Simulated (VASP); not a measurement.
# Rh (P6_3/mmc) in VASP: further runs, part 3 of 3

VASP 6.6.1.

## Step 6: Relaxation of shape and atoms at fixed volume, PBEsol (volume scaled by 1.06)

INCAR

```
SYSTEM = Rh
PREC = Accurate ; ENCUT = 600
EDIFF = 1E-6 ; ISMEAR = 0
SIGMA = 0.1 ; LREAL = .FALSE.
LASPH = .TRUE. ; NELM = 80
ALGO = Fast ; ISIF = 4
LWAVE = .FALSE. ; LCHARG = .FALSE.
GGA = PS ; IBRION = 2
NSW = 50 ; EDIFFG = -0.01
```

KPOINTS

```
regular mesh
0
G
  18 18 10
  0 0 0
```

POSCAR

```
Rh
1.0
    2.7423822250      0.0000000000      0.0000000000
   -1.3711911125      2.3749726737      0.0000000000
    0.0000000000      0.0000000000      4.4109878633
Rh
2
Direct
    0.6666666667      0.3333333333      0.7500000000
    0.3333333333      0.6666666667      0.2500000000
```

Potentials or basis: VASP PAW PBE potentials, release 64 (Rh_pv).

Started as:

```sh
> cat potpaw_PBE.64/Rh_pv/POTCAR > POTCAR
> mpirun -np 1 vasp_std > vasp.out
```

OUTCAR:

```text
SYSTEM = Rh
   PREC = Accurate
   ENCUT = 600
   EDIFF = 1E-6
   ISMEAR = 0
   LREAL = .FALSE.
   LASPH = .TRUE.
   NELM = 80
   ISIF = 4
   GGA = PS
   IBRION = 2
   NSW = 50
   EDIFFG = -0.01

 ion  position               nearest neighbor table
   1  0.667  0.333  0.750-   2 2.71   2 2.71   2 2.71   2 2.71   2 2.71   2 2.71
   2  0.333  0.667  0.250-   1 2.71   1 2.71   1 2.71   1 2.71   1 2.71   1 2.71

  LATTYP: Found a hexagonal cell.
 ALAT       =     2.7423822250
 C/A-ratio  =     1.6084511572

  Lattice vectors:

 A1 = (   2.7423822250,   0.0000000000,   0.0000000000)
 A2 = (  -1.3711911125,   2.3749726737,   0.0000000000)
 A3 = (   0.0000000000,   0.0000000000,   4.4109878633)

Analysis of symmetry for initial positions (statically):
=====================================================================
 Subroutine PRICEL returns:
 Original cell was already a primitive cell.

 Routine SETGRP: Setting up the symmetry group for a
 hexagonal supercell.

 Subroutine GETGRP returns: Found 24 space group operations
 (whereof 12 operations were pure point group operations)
 out of a pool of 24 trial point group operations.

The static configuration has the point symmetry D_3d.
 The point group associated with its full space group is D_6h.

Analysis of symmetry for dynamics (positions and initial velocities):
=====================================================================
 Subroutine PRICEL returns:
 Original cell was already a primitive cell.

 Routine SETGRP: Setting up the symmetry group for a
 hexagonal supercell.

 Subroutine GETGRP returns: Found 24 space group operations
 (whereof 12 operations were pure point group operations)
 out of a pool of 24 trial point group operations.

The dynamic configuration has the point symmetry D_3d.
 The point group associated with its full space group is D_6h.

 Subroutine INISYM returns: Found 24 space group operations
 (whereof 12 operations are pure point group operations),
 and found     1 'primitive' translations

----------------------------------------------------------------------------------------

                                     Primitive cell

  volume of cell :      28.7291

  direct lattice vectors                    reciprocal lattice vectors
     2.742382225  0.000000000  0.000000000     0.364646471  0.210528738  0.000000000
    -1.371191113  2.374972674  0.000000000     0.000000000  0.421057476  0.000000000
     0.000000000  0.000000000  4.410987863     0.000000000  0.000000000  0.226706586

  length of vectors
     2.742382225  2.742382225  4.410987863     0.421057476  0.421057476  0.226706586

  position of ions in fractional coordinates (direct lattice)
     0.666666667  0.333333333  0.750000000
[... 103 lines left out ...]
   GGA     = PS    functional components
   LHFCALC =     F    Hartree Fock is set to
   AEXX    =    0.0000 exact exchange contribution
   IVDW    =     0    specifies the selected vdW correction
   LEPSILON=     F    determine dielectric tensor
   LRPA    =     F    only Hartree local field effects (RPA)
 conjugate gradient relaxation of ions
 non-spin polarized calculation
 RMM-DIIS sequential band-by-band and
 Gauss-broadening in eV      SIGMA  =   0.10
  energy-cutoff  :      600.00
  volume of cell :       28.73
 maximum number of plane-waves:       986
 NGX is ok and might be reduce to    24
   NGX = 11   NGY = 11   NGZ = 17

--------------------------------------- Ionic step        1  -------------------------------------------

 number of electron      30.0000003 magnetization

 Free energy of the ion-electron system (eV)
  ---------------------------------------------------
  ext. energy  EPLUGINS =         0.00000000
  ---------------------------------------------------
  free energy    TOTEN  =       -16.12659793 eV

  energy without entropy =      -16.10950693  energy(sigma->0) =      -16.11805243

------------------------ aborting loop because EDIFF is reached ----------------------------------------

  FORCE on cell =-STRESS in cart. coord.  units (eV):
  Direction    XX          YY          ZZ          XY          YZ          ZX
  --------------------------------------------------------------------------------------
  -------------------------------------------------------------------------------------
  Total       -2.6507864     -2.6507864     -2.6876820      0.0000000      0.0000000      0.0000000
  in kB     -147.8300920   -147.8300920   -149.8877016      0.0000000      0.0000000      0.0000000
  external PRESSURE =    -148.5159619 kB  Pullay stress =       0.0000000 kB

 VOLUME and BASIS-vectors are now :
 -----------------------------------------------------------------------------
  energy-cutoff  :      600.00
  volume of cell :       28.73
      direct lattice vectors                 reciprocal lattice vectors
     2.742382225  0.000000000  0.000000000     0.364646471  0.210528738  0.000000000
    -1.371191113  2.374972674  0.000000000     0.000000000  0.421057476  0.000000000
     0.000000000  0.000000000  4.410987863     0.000000000  0.000000000  0.226706586

 POSITION                                       TOTAL-FORCE (eV/Angst)
 -----------------------------------------------------------------------------------
      1.37119      0.79166      3.30824         0.000000     -0.000000      0.000000
     -0.00000      1.58332      1.10275        -0.000000      0.000000      0.000000
 -----------------------------------------------------------------------------------
    total drift:                               -0.000000      0.000000     -0.000000

  FREE ENERGIE OF THE ION-ELECTRON SYSTEM (eV)
  ---------------------------------------------------
  free  energy   TOTEN  =       -16.1265979268 eV

  energy  without entropy=      -16.1095069306  energy(sigma->0) =      -16.11805243

--------------------------------------- Ionic step        2  -------------------------------------------

 number of electron      30.0000003 magnetization

 Free energy of the ion-electron system (eV)
  ---------------------------------------------------
  ext. energy  EPLUGINS =         0.00000000
  ---------------------------------------------------
  free energy    TOTEN  =       -16.12660892 eV

  energy without entropy =      -16.10956610  energy(sigma->0) =      -16.11808751

 E-fermi :  11.0658     XC(G=0): -13.9359

 val. band max:       11.0625680153   @ k =   0.2222   0.0556   0.4000
 cond. band min:      11.0661850057   @ k =   0.3889   0.1667   0.0000
 fundamental gap:      0.0036169903
 Fermi energy:        11.0657560698

 k-point     1 :       0.0000    0.0000    0.0000
  band No.  band energies     occupation
      1     -35.9483      2.00000
      2     -35.3671      2.00000
      3     -35.3671      2.00000
      4     -35.2908      2.00000
      5     -35.2706      2.00000
      6     -35.2706      2.00000
[... 505 lines left out ...]
      6     -35.3836      2.00000
[... 11 lines left out ...]
     18      17.1592      0.00000
     19      21.0378      0.00000

 [... further k-points ...]

------------------------ aborting loop because EDIFF is reached ----------------------------------------

  FORCE on cell =-STRESS in cart. coord.  units (eV):
  Direction    XX          YY          ZZ          XY          YZ          ZX
  --------------------------------------------------------------------------------------
  -------------------------------------------------------------------------------------
  Total       -2.6544859     -2.6544859     -2.6657499      0.0000000     -0.0000000      0.0000000
  in kB     -148.0364073   -148.0364073   -148.6645862      0.0000000     -0.0000000      0.0000000
  external PRESSURE =    -148.2458003 kB  Pullay stress =       0.0000000 kB

 VOLUME and BASIS-vectors are now :
 -----------------------------------------------------------------------------
  energy-cutoff  :      600.00
  volume of cell :       28.73
      direct lattice vectors                 reciprocal lattice vectors
     2.743196014  0.000000000  0.000000000     0.364538296  0.210466283  0.000000000
    -1.371598007  2.375677435  0.000000000    -0.000000000  0.420932566  0.000000000
     0.000000000  0.000000000  4.408371149     0.000000000 -0.000000000  0.226841154

 POSITION                                       TOTAL-FORCE (eV/Angst)
 -----------------------------------------------------------------------------------
      1.37160      0.79189      3.30628        -0.000000      0.000000      0.000000
     -0.00000      1.58378      1.10209         0.000000     -0.000000      0.000000
 -----------------------------------------------------------------------------------
    total drift:                               -0.000000      0.000000     -0.000000

  FREE ENERGIE OF THE ION-ELECTRON SYSTEM (eV)
  ---------------------------------------------------
  free  energy   TOTEN  =       -16.1266089212 eV

  energy  without entropy=      -16.1095661040  energy(sigma->0) =      -16.11808751

 reached required accuracy - stopping structural energy minimisation
```

It took 2.1 min on 1 thread of Intel Xeon Platinum 8259CL at 2.50GHz (Skylake/Cascade Lake), shared host; peak memory 0.24 GiB.

Results:

```yaml
Free_energy: -16.1266 eV
Energy_gained_by_relaxing: 0.0 meV/atom
Ionic_steps: 2
Pressure_after_relaxing: -14.8 GPa
Band_gap_on_the_k_mesh: zero (band 15 reaches 11.66 eV, above the bottom of band 16 at 9.38 eV)
```

Final structure:
```
Rh
1.0
     2.74320    0.00000    0.00000
    -1.37160    2.37568    0.00000
     0.00000    0.00000    4.40837
Rh
2
Direct
  0.66667 0.33333 0.75000
  0.33333 0.66667 0.25000
```

Levels at points of the mesh, in eV from the Fermi level:
```tsv
k point	band 13	band 14	band 15	band 16	band 17	band 18
(0.00, 0.00, 0.00)	-2.35	-1.85	-1.85	0.12	0.12	0.75
(0.50, 0.00, 0.00)	-2.09	0.36	0.59	0.66	2.84	4.85
(0.00, 0.00, 0.50)	-2.97	-2.97	-0.42	-0.42	-0.42	-0.42
(0.50, 0.00, 0.50)	-0.31	-0.31	0.54	0.54	2.54	2.54
```

Caveat: the cell differs from its parent crystal (volume scaled by 1.06); the PAW data sets were made with another functional, which shifts forces and pressure a little.

## Step 7: Overview

| task | cell | smearing | gap on the mesh (eV) | pressure (GPa) | relaxed volume (Å³/atom) |
| --- | --- | --- | --- | --- | --- |
| relaxation of cell and atoms | relaxed from a = 2.682, b = 2.682, c = 4.338 Å, angles 90.0, 90.0, 120.0°, 2 atoms | gaussian 0.1 eV | none | 0.0 | 13.54 |
| relaxation of cell and atoms | relaxed from a = 2.689, b = 2.689, c = 4.329 Å, angles 90.0, 90.0, 120.0°, 2 atoms | fermi-dirac 0.15 eV | none | 0.0 | 13.59 |
| relaxation of shape and atoms at fixed volume | relaxed from a = 2.709, b = 2.709, c = 4.365 Å, angles 90.0, 90.0, 120.0°, 2 atoms | fermi-dirac 0.15 eV | none | -5.6 | - |
| relaxation of shape and atoms at fixed volume | relaxed from a = 2.715, b = 2.715, c = 4.372 Å, angles 90.0, 90.0, 120.0°, 2 atoms | gaussian 0.1 eV | none | -8.2 | - |
| relaxation of shape and atoms at fixed volume | relaxed from a = 2.742, b = 2.742, c = 4.411 Å, angles 90.0, 90.0, 120.0°, 2 atoms | gaussian 0.1 eV | none | -14.8 | - |

Alike in all rows: level PBEsol; potentials or basis VASP PAW PBE potentials, release 64 (Rh_pv); no spin polarisation; k mesh 18 × 18 × 10; cutoff (eV) 600.

Caveats: the PAW data sets were made with another functional, which shifts forces and pressure a little.

Absolute energies hang on the potentials; compare differences alone.
